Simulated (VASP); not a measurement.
# MnS (F-43m) in VASP: notebook

Aim: see how the results for MnS move with the level of theory and the settings. Levels: PBE, BLYP. Tasks: single point, relaxation of cell and atoms.

Everything below comes from runs of VASP 6.6.1. Logs are shortened: lines on timing, memory, paths and dates and some standing lists are left out, and cuts for length are marked.

### 1 The cell of the first run

It takes space group F-43m (No. 216, cubic). The conventional cell has a = 4.947 Å, b = 4.947 Å, c = 4.947 Å, α = 90.00°, β = 90.00°, γ = 90.00°. Within 2.8 Å of Mn (site symmetry -43m) lie 4 S at 2.14 Å. S (site symmetry -43m) has 4 Mn at 2.14 Å within 2.8 Å.

### 2 Single point, PBE, collinear spin, ferromagnetic start

Input file INCAR:

```
PREC = Accurate
ENCUT = 520
EDIFF = 1E-6
ISMEAR = 0
SIGMA = 0.012
LREAL = False
LASPH = True
NELM = 150
ALGO = Normal
ISIF = 2
LWAVE = False
LCHARG = False
ISPIN = 2
MAGMOM = 4 0
LORBIT = 11
LMAXMIX = 4
GGA = PE
NBANDS = 20
```

Input file KPOINTS:

```
regular mesh
0
Gamma
  9 9 9
```

Input file POSCAR:

```
MnS
1.0
    0.0000000000      2.4734634191      2.4734634191
    2.4734634191      0.0000000000      2.4734634191
    2.4734634191      2.4734634191      0.0000000000
Mn S
1 1
Direct
    0.0000000000      0.0000000000      0.0000000000
    0.7500000000      0.7500000000      0.7500000000
```

Potentials or basis: VASP PAW PBE potentials, release 64 (Mn_pv, S).

On the command line:

```bash
$ cat potpaw_PBE.64/Mn_pv/POTCAR potpaw_PBE.64/S/POTCAR > POTCAR
$ mpirun -np 1 vasp_std > vasp.out
```

OUTCAR:

```text
PREC = Accurate
   ENCUT = 520
   EDIFF = 1E-6
   ISMEAR = 0
   LREAL = False
   LASPH = True
   NELM = 150
   ISIF = 2
   ISPIN = 2
   LORBIT = 11
   GGA = PE

 ion  position               nearest neighbor table
   1  0.000  0.000  0.000-   2 2.14   2 2.14   2 2.14   2 2.14
   2  0.750  0.750  0.750-   1 2.14   1 2.14   1 2.14   1 2.14

  LATTYP: Found a face centered cubic cell.
 ALAT       =     4.9469268382

  Lattice vectors:

 A1 = (   0.0000000000,   2.4734634191,   2.4734634191)
 A2 = (   2.4734634191,   0.0000000000,   2.4734634191)
 A3 = (   2.4734634191,   2.4734634191,   0.0000000000)

Analysis of symmetry for initial positions (statically):
=====================================================================
 Subroutine PRICEL returns:
 Original cell was already a primitive cell.

 Routine SETGRP: Setting up the symmetry group for a
 face centered cubic supercell.

 Subroutine GETGRP returns: Found 24 space group operations
 (whereof 24 operations were pure point group operations)
 out of a pool of 48 trial point group operations.

The static configuration has the point symmetry T_d .

Analysis of symmetry for dynamics (positions and initial velocities):
=====================================================================
 Subroutine PRICEL returns:
 Original cell was already a primitive cell.

 Routine SETGRP: Setting up the symmetry group for a
 face centered cubic supercell.

 Subroutine GETGRP returns: Found 24 space group operations
 (whereof 24 operations were pure point group operations)
 out of a pool of 48 trial point group operations.

The dynamic configuration has the point symmetry T_d .

Analysis of structural, dynamic, and magnetic symmetry:
=====================================================================
 Subroutine PRICEL returns:
 Original cell was already a primitive cell.

 Routine SETGRP: Setting up the symmetry group for a
 face centered cubic supercell.

 Subroutine GETGRP returns: Found 24 space group operations
 (whereof 24 operations were pure point group operations)
 out of a pool of 48 trial point group operations.

The overall configuration has the point symmetry T_d .

 Subroutine INISYM returns: Found 24 space group operations
 (whereof 24 operations are pure point group operations),
 and found     1 'primitive' translations

----------------------------------------------------------------------------------------

                                     Primitive cell

  volume of cell :      30.2654

  direct lattice vectors                    reciprocal lattice vectors
     0.000000000  2.473463419  2.473463419    -0.202145702  0.202145702  0.202145702
     2.473463419  0.000000000  2.473463419     0.202145702 -0.202145702  0.202145702
     2.473463419  2.473463419  0.000000000     0.202145702  0.202145702 -0.202145702

  length of vectors
     3.498005513  3.498005513  3.498005513     0.350126627  0.350126627  0.350126627

  position of ions in fractional coordinates (direct lattice)
     0.000000000  0.000000000  0.000000000
     0.750000000  0.750000000  0.750000000

  ion indices of the primitive-cell ions
   primitive index   ion index
                 1           1
                 2           2

----------------------------------------------------------------------------------------

 KPOINTS: regular mesh

Automatic generation of k-mesh.
 Grid dimensions read from file:
 generate k-points for:    9    9    9

 Generating k-lattice:

  Cartesian coordinates                     Fractional coordinates (reciprocal lattice)
    -0.022460634  0.022460634  0.022460634     0.111111111  0.000000000  0.000000000
     0.022460634 -0.022460634  0.022460634     0.000000000  0.111111111  0.000000000
     0.022460634  0.022460634 -0.022460634     0.000000000  0.000000000  0.111111111

  Length of vectors
     0.038902959  0.038902959  0.038902959

  Shift w.r.t. Gamma in fractional coordinates (k-lattice)
     0.000000000  0.000000000  0.000000000

 Subroutine IBZKPT returns following result:
 ===========================================

 Found     35 irreducible k-points:

 Following reciprocal coordinates:
            Coordinates               Weight
  0.000000  0.000000  0.000000      1.000000
  0.111111  0.000000  0.000000      8.000000
  0.222222  0.000000  0.000000      8.000000
  0.333333  0.000000  0.000000      8.000000
  0.444444  0.000000  0.000000      8.000000
  0.111111  0.111111  0.000000      6.000000
[... 16 lines left out ...]
 -0.333333  0.333333  0.000000     12.000000
  0.444444  0.444444  0.000000      6.000000
 [... further k-points ...]
   k-points           NKPTS =     35   k-points in BZ     NKDIM =     35   number of bands    NBANDS=     20
   number of dos      NEDOS =    301   number of ions     NIONS =      2
   total plane-waves  NPLWV =  21952
   dimension x,y,z NGX =    28 NGY =   28 NGZ =   28
   dimension x,y,z NGXF=    56 NGYF=   56 NGZF=   56
   ions per type =               1   1
   NGX,Y,Z   is equivalent  to a cutoff of  13.31, 13.31, 13.31 a.u.
   NGXF,Y,Z  is equivalent  to a cutoff of  26.61, 26.61, 26.61 a.u.
 SYSTEM =  unknown system
   PREC   = accura    normal or accurate (medium, high low for compatibility)
   ISTART =      0    job   : 0-new  1-cont  2-samecut
   ICHARG =      2    charge: 1-file 2-atom 10-const
   ISPIN  =      2    spin polarized calculation?
   LNONCOLLINEAR =      F non collinear calculations
   LSORBIT =      F    spin-orbit coupling
   LASPH  =      T    aspherical Exc in radial PAW
   ENCUT  =  520.0 eV  38.22 Ry    6.18 a.u.   6.50  6.50  6.50*2*pi/ulx,y,z
   NELM   =    150;   NELMIN=  2; NELMDL= -5     # of ELM steps
   EDIFF  = 0.1E-05   stopping-criterion for ELM
   LREAL  =      F    real-space projection
   EDIFFG = 0.1E-04   stopping-criterion for IOM
   NSW    =      0    number of steps for IOM
   IBRION =     -1    ionic relax: 0-MD 1-quasi-New 2-CG
   NFREE  =      0    steps in history (QN), initial steepest desc. (CG)
   ISIF   =      2    stress and relaxation
   ISYM   =      2    0-nonsym 1-usesym 2-fastsym
   POTIM  = 0.5000    time-step for ionic-motion
   TEBEG  =    0.0;   TEEND  =   0.0 temperature during run
   PSTRESS=    0.0 pullay stress
   NELECT =      19.0000    total number of electrons
   NUPDOWN=      -1.0000    fix difference up-down
   EMIN   =  10.00;   EMAX   =-10.00  energy-range for DOS
   EFERMI =   0.00;   METHOD = LEGACY
   ISMEAR =     0;   SIGMA  =   0.01  broadening in eV -4-tet -1-fermi 0-gaus
   EFERMI_NEDOS =   21; number of points for ismear=-14 and -15
   IALGO  =     38    algorithm
   IMIX   =      4    mixing-type and parameters
     AMIX     =   0.40;   BMIX     =  1.00
     AMIX_MAG =   1.60;   BMIX_MAG =  1.00
  volume/ion in A,a.u.               =      15.13       102.12
  Fermi-wavevector in a.u.,A,eV,Ry     =   1.401771  2.648964 26.734947  1.964963
  Thomas-Fermi vector in A             =   2.524600
   LORBIT       =     11    0 simple, 1 ext, 2 COOP (PROOUT), +10 PAW based schemes
   GGA     = PE    functional components
   LHFCALC =     F    Hartree Fock is set to
   AEXX    =    0.0000 exact exchange contribution
   IVDW    =     0    specifies the selected vdW correction
   LEPSILON=     F    determine dielectric tensor
   LRPA    =     F    only Hartree local field effects (RPA)
 spin polarized calculation
 Gauss-broadening in eV      SIGMA  =   0.01
  energy-cutoff  :      520.00
  volume of cell :       30.27
 maximum number of plane-waves:       869
 NGX is ok and might be reduce to    28
   NGX = 13   NGY = 13   NGZ = 13

 number of electron      18.9999987 magnetization      -0.1243652

 number of electron      18.9999987 magnetization       0.2223380

 Free energy of the ion-electron system (eV)
  ---------------------------------------------------
  ext. energy  EPLUGINS =         0.00000000
  ---------------------------------------------------
  free energy    TOTEN  =       -13.66727976 eV

  energy without entropy =      -13.66703301  energy(sigma->0) =      -13.66715639

 E-fermi :   7.4348     XC(G=0): -11.2401

 val. band max:        7.4332383721   @ k =  -0.4444   0.3333   0.1111
 cond. band min:       7.4448711445   @ k =  -0.3333   0.3333   0.0000
 fundamental gap:      0.0116327724
 Fermi energy:         7.4348329378

 spin component 1

 k-point     1 :       0.0000    0.0000    0.0000
  band No.  band energies     occupation
      1     -40.3713      1.00000
      2     -40.3713      1.00000
      3     -40.3713      1.00000
      4      -7.8751      1.00000
      5       2.7142      1.00000
      6       2.7142      1.00000
[... 12 lines left out ...]
     19      23.1688      0.00000
     20      23.6641      0.00000
[... 507 lines left out ...]
 k-point    24 :       0.4444    0.4444    0.0000
  band No.  band energies     occupation
      1     -40.3960      1.00000
      2     -40.3806      1.00000
      3     -40.3806      1.00000
      4      -6.2259      1.00000
      5       0.7541      1.00000
      6       3.3371      1.00000
[... 12 lines left out ...]
     19      24.5945      0.00000
     20      24.5945      0.00000

 [... further k-points ...]

 spin component 2

 k-point     1 :       0.0000    0.0000    0.0000
  band No.  band energies     occupation
      1     -40.1630      1.00000
      2     -40.1630      1.00000
      3     -40.1630      1.00000
      4      -7.8662      1.00000
      5       2.7557      1.00000
      6       2.7557      1.00000
[... 12 lines left out ...]
     19      23.1580      0.00000
     20      23.6885      0.00000
[... 507 lines left out ...]
 k-point    24 :       0.4444    0.4444    0.0000
  band No.  band energies     occupation
      1     -40.1881      1.00000
      2     -40.1724      1.00000
      3     -40.1724      1.00000
      4      -6.2216      1.00000
      5       0.7974      1.00000
      6       3.3629      1.00000
[... 12 lines left out ...]
     19      24.6203      0.00000
     20      24.6203      0.00000

 [... further k-points ...]

------------------------ aborting loop because EDIFF is reached ----------------------------------------

  FORCE on cell =-STRESS in cart. coord.  units (eV):
  Direction    XX          YY          ZZ          XY          YZ          ZX
  --------------------------------------------------------------------------------------
  -------------------------------------------------------------------------------------
  Total        0.5546805      0.5546805      0.5546805      0.0000000      0.0000000      0.0000000
  in kB       29.3634478     29.3634478     29.3634478      0.0000000      0.0000000      0.0000000
  external PRESSURE =      29.3634478 kB  Pullay stress =       0.0000000 kB

 VOLUME and BASIS-vectors are now :
 -----------------------------------------------------------------------------
  energy-cutoff  :      520.00
  volume of cell :       30.27
      direct lattice vectors                 reciprocal lattice vectors
     0.000000000  2.473463419  2.473463419    -0.202145702  0.202145702  0.202145702
     2.473463419  0.000000000  2.473463419     0.202145702 -0.202145702  0.202145702
     2.473463419  2.473463419  0.000000000     0.202145702  0.202145702 -0.202145702

 POSITION                                       TOTAL-FORCE (eV/Angst)
 -----------------------------------------------------------------------------------
      0.00000      0.00000      0.00000         0.000000      0.000000      0.000000
      3.71020      3.71020      3.71020        -0.000000     -0.000000     -0.000000
 -----------------------------------------------------------------------------------
    total drift:                               -0.000001     -0.000001     -0.000001

  FREE ENERGIE OF THE ION-ELECTRON SYSTEM (eV)
  ---------------------------------------------------
  free  energy   TOTEN  =       -13.6672797632 eV

  energy  without entropy=      -13.6670330068  energy(sigma->0) =      -13.66715639

 total charge

# of ion       s       p       d       tot
------------------------------------------
    1        0.353   6.313   5.366  12.031
    2        1.322   2.426   0.000   3.748
--------------------------------------------------
tot          1.674   8.739   5.366  15.779

 magnetization (x)

# of ion       s       p       d       tot
------------------------------------------
    1        0.008   0.004   0.203   0.215
    2       -0.001  -0.002   0.000  -0.003
--------------------------------------------------
tot          0.007   0.002   0.203   0.211
```

Wall time 4.3 min (1 thread of Intel Xeon Platinum 8488C (Sapphire Rapids), shared host); peak memory 0.19 GiB.

What came out:

| Property | Result |
| --- | --- |
| Free energy | -13.6673 eV |
| Pressure | 2.9 GPa |
| Net moment | 0.22 μB per cell |
| Site moments | Mn +0.21; S -0.00 μB |
| Valence electrons inside the program's atomic spheres | Mn 12.03; S 3.75 |

Levels at points of the mesh, in eV from the Fermi level:
Spin up:
| k point | band 6 | band 7 | band 8 | band 9 | band 10 | band 11 | band 12 | band 13 | band 14 | band 15 |
| --- | --- | --- | --- | --- | --- | --- | --- | --- | --- | --- |
| (0.00, 0.00, 0.00) | -4.72 | -4.72 | -0.90 | -0.90 | 3.67 | 3.67 | 3.67 | 3.78 | 7.90 | 7.90 |
Spin down:
```
           k point  band 6  band 7  band 8  band 9  band 10  band 11  band 12  band 13
(0.00, 0.00, 0.00)   -4.68   -4.68   -0.62   -0.62     3.73     3.73     3.73     3.81
```

Caveat: semilocal functionals often make such compounds metallic where correlation or magnetic order opens a gap, which also shifts bond lengths. With open d or f shells a metallic result of PBE can be an artefact of self-interaction; +U or a hybrid may open a gap.

[end of part 1 of 2]
